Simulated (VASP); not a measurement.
# HfOF2 (P4/mmm) in VASP: further runs, part 2 of 2

VASP 6.6.1.

## (3) Relaxation of cell and atoms, PBE

This run uses another cell than the first one, of 12.42 Å³/atom.

Contents of INCAR:

```
SYSTEM = HfOF2
PREC     = Accurate       ! precision mode
ENCUT    = 600            ! plane-wave cutoff, eV
EDIFF    = 1E-7           ! SCF threshold, eV
ISMEAR   = 0              ! smearing method
SIGMA    = 0.1            ! smearing width, eV
LREAL    = .FALSE.        ! projectors in reciprocal space
LASPH    = .TRUE.         ! aspherical terms in the spheres
NELM     = 80             ! most SCF steps
ALGO     = Normal         ! electronic algorithm
ISIF     = 3              ! what is computed and relaxed
LWAVE    = .FALSE.        ! write WAVECAR
LCHARG   = .FALSE.        ! write CHGCAR
GGA      = PE             ! functional
IBRION   = 2              ! ionic algorithm
NSW      = 100            ! ionic steps
EDIFFG   = -0.01          ! ionic threshold
```

Contents of KPOINTS:

```
regular mesh
0
G
  14 14 12
  0 0 0
```

Contents of POSCAR:

```
HfOF2
1.0
    3.4770267900      0.0000000000      0.0000000000
    0.0000000000      3.4770267900      0.0000000000
    0.0000000000      0.0000000000      4.1092757123
Hf O F
1 1 2
Direct
    0.0000000000      0.0000000000      0.0000000000
    0.5000000000      0.5000000000      0.5000000000
    0.0000000000      0.0000000000      0.5000000000
    0.5000000000      0.5000000000      0.0000000000
```

Potentials or basis: VASP PAW PBE potentials, release 64 (Hf_pv, O, F).

Command:

```console
$ cat potpaw_PBE.64/Hf_pv/POTCAR potpaw_PBE.64/O/POTCAR potpaw_PBE.64/F/POTCAR > POTCAR
$ mpirun -np 1 vasp_std > vasp.out
```

OUTCAR:

```text
SYSTEM = HfOF2
   PREC = Accurate
   ENCUT = 600
   EDIFF = 1E-7
   ISMEAR = 0
   LREAL = .FALSE.
   LASPH = .TRUE.
   NELM = 80
   ISIF = 3
   GGA = PE
   IBRION = 2
   NSW = 100
   EDIFFG = -0.01

 ion  position               nearest neighbor table
   1  0.000  0.000  0.000-   3 2.05   3 2.05   4 2.46   4 2.46   4 2.46   4 2.46
   2  0.500  0.500  0.500-
   3  0.000  0.000  0.500-   1 2.05   1 2.05
   4  0.500  0.500  0.000-   1 2.46   1 2.46   1 2.46   1 2.46

  LATTYP: Found a simple tetragonal cell.
 ALAT       =     3.4770267900
 C/A-ratio  =     1.1818360802

  Lattice vectors:

 A1 = (   3.4770267900,   0.0000000000,   0.0000000000)
 A2 = (   0.0000000000,   3.4770267900,   0.0000000000)
 A3 = (   0.0000000000,   0.0000000000,   4.1092757123)

Analysis of symmetry for initial positions (statically):
=====================================================================
 Subroutine PRICEL returns:
 Original cell was already a primitive cell.

 Routine SETGRP: Setting up the symmetry group for a
 simple tetragonal supercell.

 Subroutine GETGRP returns: Found 16 space group operations
 (whereof 16 operations were pure point group operations)
 out of a pool of 16 trial point group operations.

The static configuration has the point symmetry D_4h.

Analysis of symmetry for dynamics (positions and initial velocities):
=====================================================================
 Subroutine PRICEL returns:
 Original cell was already a primitive cell.

 Routine SETGRP: Setting up the symmetry group for a
 simple tetragonal supercell.

 Subroutine GETGRP returns: Found 16 space group operations
 (whereof 16 operations were pure point group operations)
 out of a pool of 16 trial point group operations.

The dynamic configuration has the point symmetry D_4h.

 Subroutine INISYM returns: Found 16 space group operations
 (whereof 16 operations are pure point group operations),
 and found     1 'primitive' translations

----------------------------------------------------------------------------------------

                                     Primitive cell

  volume of cell :      49.6800

  direct lattice vectors                    reciprocal lattice vectors
     3.477026790  0.000000000  0.000000000     0.287602041  0.000000000  0.000000000
     0.000000000  3.477026790  0.000000000     0.000000000  0.287602041  0.000000000
     0.000000000  0.000000000  4.109275712     0.000000000  0.000000000  0.243351887

  length of vectors
     3.477026790  3.477026790  4.109275712     0.287602041  0.287602041  0.243351887

  position of ions in fractional coordinates (direct lattice)
     0.000000000  0.000000000  0.000000000
     0.500000000  0.500000000  0.500000000
     0.000000000  0.000000000  0.500000000
     0.500000000  0.500000000  0.000000000

  ion indices of the primitive-cell ions
   primitive index   ion index
                 1           1
                 2           2
                 3           3
                 4           4

[... 51 lines left out ...]
  0.357143  0.214286  0.000000      8.000000
 [... further k-points ...]
   k-points           NKPTS =    252   k-points in BZ     NKDIM =    252   number of bands    NBANDS=     19
   number of dos      NEDOS =    301   number of ions     NIONS =      4
   total plane-waves  NPLWV =  28224
   dimension x,y,z NGX =    28 NGY =   28 NGZ =   36
   dimension x,y,z NGXF=    56 NGYF=   56 NGZF=   72
   ions per type =               1   1   2
   NGX,Y,Z   is equivalent  to a cutoff of  13.39, 13.39, 14.56 a.u.
   NGXF,Y,Z  is equivalent  to a cutoff of  26.78, 26.78, 29.13 a.u.
 SYSTEM =  HfOF2
   PREC   = accura    normal or accurate (medium, high low for compatibility)
   ISTART =      0    job   : 0-new  1-cont  2-samecut
   ICHARG =      2    charge: 1-file 2-atom 10-const
   ISPIN  =      1    spin polarized calculation?
   LNONCOLLINEAR =      F non collinear calculations
   LSORBIT =      F    spin-orbit coupling
   LASPH  =      T    aspherical Exc in radial PAW
   ENCUT  =  600.0 eV  44.10 Ry    6.64 a.u.   6.94  6.94  8.21*2*pi/ulx,y,z
   NELM   =     80;   NELMIN=  2; NELMDL= -5     # of ELM steps
   EDIFF  = 0.1E-06   stopping-criterion for ELM
   LREAL  =      F    real-space projection
   EDIFFG = -.1E-01   stopping-criterion for IOM
   NSW    =    100    number of steps for IOM
   IBRION =      2    ionic relax: 0-MD 1-quasi-New 2-CG
   NFREE  =      1    steps in history (QN), initial steepest desc. (CG)
   ISIF   =      3    stress and relaxation
   ISYM   =      2    0-nonsym 1-usesym 2-fastsym
   POTIM  = 0.5000    time-step for ionic-motion
   TEBEG  =    0.0;   TEEND  =   0.0 temperature during run
   PSTRESS=    0.0 pullay stress
   NELECT =      30.0000    total number of electrons
   NUPDOWN=      -1.0000    fix difference up-down
   EMIN   =  10.00;   EMAX   =-10.00  energy-range for DOS
   EFERMI =   0.00;   METHOD = LEGACY
   ISMEAR =     0;   SIGMA  =   0.10  broadening in eV -4-tet -1-fermi 0-gaus
   EFERMI_NEDOS =   21; number of points for ismear=-14 and -15
   IALGO  =     38    algorithm
   IMIX   =      4    mixing-type and parameters
     AMIX     =   0.40;   BMIX     =  1.00
     AMIX_MAG =   1.60;   BMIX_MAG =  1.00
  volume/ion in A,a.u.               =      12.42        83.81
  Fermi-wavevector in a.u.,A,eV,Ry     =   1.383741  2.614891 26.051606  1.914739
  Thomas-Fermi vector in A             =   2.508310
   LORBIT       =      0    0 simple, 1 ext, 2 COOP (PROOUT), +10 PAW based schemes
   GGA     = PE    functional components
   LHFCALC =     F    Hartree Fock is set to
   AEXX    =    0.0000 exact exchange contribution
   IVDW    =     0    specifies the selected vdW correction
   LEPSILON=     F    determine dielectric tensor
   LRPA    =     F    only Hartree local field effects (RPA)
 conjugate gradient relaxation of ions
 non-spin polarized calculation
 Gauss-broadening in eV      SIGMA  =   0.10
  energy-cutoff  :      600.00
  volume of cell :       49.68
 maximum number of plane-waves:      1678
 NGX is ok and might be reduce to    28
   NGX = 13   NGY = 13   NGZ = 17

--------------------------------------- Ionic step        1  -------------------------------------------

 number of electron      29.9999990 magnetization

 Free energy of the ion-electron system (eV)
  ---------------------------------------------------
  ext. energy  EPLUGINS =         0.00000000
  ---------------------------------------------------
  free energy    TOTEN  =       -23.08033861 eV

  energy without entropy =      -23.06775311  energy(sigma->0) =      -23.07404586

------------------------ aborting loop because EDIFF is reached ----------------------------------------

  FORCE on cell =-STRESS in cart. coord.  units (eV):
  Direction    XX          YY          ZZ          XY          YZ          ZX
  --------------------------------------------------------------------------------------
  -------------------------------------------------------------------------------------
  Total        0.1293972      0.1293972     -2.5003518      0.0000000      0.0000000      0.0000000
  in kB        4.1730537      4.1730537    -80.6362539      0.0000000      0.0000000      0.0000000
  external PRESSURE =     -24.0967155 kB  Pullay stress =       0.0000000 kB
[... 253 lines left out ...]
--------------------------------------- Ionic step        8  -------------------------------------------

 number of electron      29.9999995 magnetization

 Free energy of the ion-electron system (eV)
  ---------------------------------------------------
  ext. energy  EPLUGINS =         0.00000000
  ---------------------------------------------------
  free energy    TOTEN  =       -23.10068906 eV

  energy without entropy =      -23.09381582  energy(sigma->0) =      -23.09725244

 E-fermi :   4.0674     XC(G=0): -10.8426

 val. band max:        4.0628178077   @ k =   0.3571   0.0000   0.3333
 cond. band min:       4.0716471401   @ k =   0.2143   0.2143   0.1667
 fundamental gap:      0.0088293324
 Fermi energy:         4.0674248843

 k-point     1 :       0.0000    0.0000    0.0000
  band No.  band energies     occupation
      1     -29.4490      2.00000
      2     -29.1944      2.00000
      3     -29.1944      2.00000
      4     -21.8537      2.00000
      5     -21.4110      2.00000
      6     -11.5382      2.00000
[... 505 lines left out ...]
      6     -11.5609      2.00000
[... 11 lines left out ...]
     18       5.4125      0.00000
     19       5.5355      0.00000

 [... further k-points ...]

------------------------ aborting loop because EDIFF is reached ----------------------------------------

  FORCE on cell =-STRESS in cart. coord.  units (eV):
  Direction    XX          YY          ZZ          XY          YZ          ZX
  --------------------------------------------------------------------------------------
  -------------------------------------------------------------------------------------
  Total        0.0013619      0.0013619      0.0046149      0.0000000     -0.0000000      0.0000000
  in kB        0.0442814      0.0442814      0.1500534      0.0000000     -0.0000000      0.0000000
  external PRESSURE =       0.0795387 kB  Pullay stress =       0.0000000 kB
[... 19 lines left out ...]
  FREE ENERGIE OF THE ION-ELECTRON SYSTEM (eV)
  ---------------------------------------------------
  free  energy   TOTEN  =       -23.1006890606 eV

  energy  without entropy=      -23.0938158241  energy(sigma->0) =      -23.09725244

 reached required accuracy - stopping structural energy minimisation
```

Wall time 9 min (1 thread of Intel Xeon 6975P-C (Granite Rapids), shared host); peak memory 0.42 GiB.

Results:

```
Free energy                           : -23.1007 eV
Relaxed volume                        : 12.32 Å³/atom
Relaxed cell                          : a = 3.489 Å, b = 3.489 Å, c = 4.048 Å, α = 90.00°, β = 90.00°, γ = 90.00°
Space group after relaxing (to 0.1 Å) : P4/mmm (No. 123)
Energy gained by relaxing             : 5.1 meV/atom
Ionic steps                           : 8
Pressure after relaxing               : 0.0 GPa
Band gap on the k mesh                : zero (bands 15 and 16 overlap by 0.98 eV)
```

The path:
```
step  energy change (eV)  largest force (eV/Å)  pressure (GPa)  volume (Å³)
   1              0.0000                0.0000           -2.41        49.68
   2              0.0054                0.0000            4.03        48.33
   3             -0.0198                0.0000            0.43        49.02
   4             -0.0198                0.0000            0.50        49.01
   5             -0.0203                0.0000            0.13        49.22
   6             -0.0203                0.0000            0.07        49.26
   7             -0.0203                0.0000           -0.09        49.30
   8             -0.0204                0.0000            0.01        49.27
```

Final structure:
```yaml
crystal:
  lattice:
    - [3.48892, 0.00000, 0.00000]
    - [0.00000, 3.48892, 0.00000]
    - [0.00000, 0.00000, 4.04803]
  atoms:
    - { symbol: Hf, position: [0.00000, 0.00000, 0.00000] }
    - { symbol: O, position: [0.50000, 0.50000, 0.50000] }
    - { symbol: F, position: [0.00000, 0.00000, 0.50000] }
    - { symbol: F, position: [0.50000, 0.50000, 0.00000] }
```

Levels at points of the mesh, in eV from the Fermi level:
| k point | band 11 | band 12 | band 13 | band 14 | band 15 | band 16 | band 17 | band 18 | band 19 |
| --- | --- | --- | --- | --- | --- | --- | --- | --- | --- |
| (0.00, 0.00, 0.00) | -6.04 | -6.04 | -1.99 | -1.30 | -0.10 | -0.10 | 0.85 | 1.35 | 1.35 |
| (0.50, 0.00, 0.00) | -6.08 | -5.93 | -1.45 | -0.52 | 0.22 | 0.66 | 1.42 | 1.56 | 3.27 |
| (0.50, 0.50, 0.00) | -6.41 | -6.41 | -0.31 | -0.31 | -0.01 | -0.01 | 0.93 | 1.12 | 2.86 |
| (0.00, 0.00, 0.50) | -6.65 | -5.85 | -2.29 | -1.84 | -0.31 | -0.31 | 0.16 | 1.68 | 2.93 |
| (0.50, 0.00, 0.50) | -6.41 | -5.81 | -1.69 | -1.39 | -0.75 | 0.39 | 2.04 | 2.92 | 3.17 |
| (0.50, 0.50, 0.50) | -7.40 | -5.78 | -1.34 | -0.63 | -0.63 | 1.48 | 2.23 | 2.23 | 2.89 |

Caveat: spin-orbit coupling is left out, which moves the levels of the heavy elements.
